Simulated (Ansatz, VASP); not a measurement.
Two plane-wave programs on AsPt

POSCAR

```
AsPt
1.0
    0.0000000000      2.8129469837      2.8129469837
    2.8129469837      0.0000000000      2.8129469837
    2.8129469837      2.8129469837      0.0000000000
Pt As
1 1
Direct
    0.0000000000      0.0000000000      0.0000000000
    0.2500000000      0.2500000000      0.2500000000
```

File INCAR.step1:

```
SYSTEM = AsPt
PREC = Accurate
ENCUT = 520
ISMEAR = 0
SIGMA = 0.05
LREAL = .FALSE.
LASPH = .TRUE.
NELM = 100
NBANDS = 14
GGA = PE
ALGO = Normal
EDIFF = 1E-4
LWAVE = .TRUE.
LCHARG = .FALSE.
```

Contents of INCAR.step2:

```
SYSTEM = AsPt
PREC = Accurate
ENCUT = 520
EDIFF = 1E-7
ISMEAR = 0
SIGMA = 0.05
LREAL = .FALSE.
LASPH = .TRUE.
NELM = 100
ALGO = Normal
ISIF = 2
LWAVE = .FALSE.
LCHARG = .FALSE.
METAGGA = R2SCAN
LMIXTAU = .TRUE.
NBANDS = 14
ISTART = 1
```

KPOINTS

```
regular mesh
0
G
  12 12 12
  0 0 0
```

Input for Ansatz:

```yaml
crystal:
  lattice:
    - [0.0, 2.8129469837, 2.8129469837]
    - [2.8129469837, 0.0, 2.8129469837]
    - [2.8129469837, 2.8129469837, 0.0]
  atoms:
    - { symbol: Pt, position: [0.0, 0.0, 0.0] }
    - { symbol: As, position: [0.25, 0.25, 0.25] }
basis:
  ecutwfc: 500
  ecutrho_ratio: 4
kpoints:
  mp_grid: { grid: [12, 12, 12] }
hamiltonian:
  xc: r2scan
scf:
  occupations: { method: gaussian, width: 0.05 }
output:
  forces: true
  stress: true
  eigenvalues: true
  populations: true
  write_density: true
  write_potential: true
  elf: true
  volumetric_format: npy
```

Alike in both runs: task single point; functional r2SCAN; k mesh 12 × 12 × 12; occupations gaussian, width 0.05 eV; no spin polarisation.

|  | VASP | Ansatz |
| --- | --- | --- |
| version | VASP 6.6.1 | Ansatz 0.2.0 |
| potentials or method | VASP PAW PBE potentials, release 64 (Pt, As), cutoff 520 eV | scalar-relativistic, plane waves, PAW |
| valence electrons in the cell | 15 | 33 |

|  | VASP | Ansatz | Ansatz less VASP |
| --- | --- | --- | --- |
| gap on the k mesh at the Fermi level (eV) | none | none | - |
| pressure (GPa) | -3.6 | -3.5 | +0.04 |

VASP's potentials were made for PBE, not for r2SCAN. A gap of «none» marks a metal or a gap that the smearing closes. The functional is the same, so the differences come from potentials, cutoffs and numerics. VASP's potentials hold 15 valence electrons a cell and Ansatz's 33, so a difference there can come from the potentials and not from the codes.

Spin-orbit coupling is off throughout.
